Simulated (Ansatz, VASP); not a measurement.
**SiC in VASP and in Ansatz**

```
Si C
1.0
     0.00000    2.17805    2.23381
     2.17805    0.00000    2.23381
     2.17805    2.17805    0.00000
Si C
1 1
Direct
  0.00000 0.00000 0.00000
  0.25000 0.25000 0.25000
```

Change from the starting cell: uniaxial_z strain +2.6%.

Alike in both runs: task single point; functional r2SCAN; k mesh 10 × 10 × 10; no spin polarisation.

```csv
,VASP,Ansatz
version,VASP 6.6.1,Ansatz 0.2.0
potentials or method,"VASP PAW PBE potentials, release 64 (Si, C)","plane waves, PAW"
plane-wave cutoff (eV),520,500
occupations,"gaussian, width 0.01 eV",fixed
valence electrons in the cell,8,8
```

```csv
,VASP,Ansatz,Ansatz less VASP
gap on the k mesh at the Fermi level (eV),1.60,1.59,-0.010
pressure (GPa),-5.6,-5.5,+0.15
"traceless stress, the component that is largest in VASP (GPa)",-4.94,-4.92,+0.020
```

VASP's potentials were made for PBE, not for r2SCAN.
